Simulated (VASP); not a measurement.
Write the native input for VASP 6.6.1 that does the following.

```yaml
Task: single point
Functional: PBE
Potentials_or_basis: VASP PAW PBE potentials, release 64 (Bi_d, Te)
Cutoff: 520 eV
k_mesh: 8 × 8 × 8
Occupations: fermi-dirac, width 0.02 eV
Spin: no spin polarisation
Dipole_correction: no
Further_INCAR_settings: ALGO = Normal; EDIFF = 1e-06; NBANDS = 32
```

The structure of Bi2Te3 lies in POSCAR:

```
Bi2Te3
1.0
    2.2176828625      1.2803797977     10.3475407022
   -2.2176828625      1.2803797977     10.3475407022
    0.0000000000     -2.5607595953     10.3475407022
Bi Te
2 3
Direct
    0.3984400028      0.3984400028      0.3984400028
    0.6015599972      0.6015599972      0.6015599972
    0.2135984472      0.2135984472      0.2135984472
    0.7864015528      0.7864015528      0.7864015528
    0.0000000000      0.0000000000      0.0000000000
```

This cell differs from its parent crystal: epitaxial xy strain +1.0%.

One way to write it, as run:

INCAR

```
PREC = Accurate ; ENCUT = 520
EDIFF = 1E-6 ; ISMEAR = -1
SIGMA = 0.02 ; LREAL = F
LASPH = T ; NELM = 100
ALGO = Normal ; ISIF = 2
LWAVE = F ; LCHARG = F
GGA = PE ; NBANDS = 32
```

KPOINTS

```
regular mesh
0
Gamma
  8 8 8
```

Potentials or basis: VASP PAW PBE potentials, release 64 (Bi_d, Te).

Launch:

```sh
$ cat potpaw_PBE.64/Bi_d/POTCAR potpaw_PBE.64/Te/POTCAR > POTCAR
$ mpirun -np 1 vasp_std > vasp.out
```

It gave:

* Pressure: 1.1 GPa
* Largest force: 0.168 eV/Å
* Band gap on the k mesh: 0.35 eV

Caveat: the cell differs from its parent crystal (epitaxial xy strain +1.0%); spin-orbit coupling is left out, which moves the levels of the heavy elements.

Run time: 20 min on 1 thread of Intel(R) Xeon(R) Platinum 8488C (Sapphire Rapids), with other jobs on the host, peak memory 1.1 GiB.
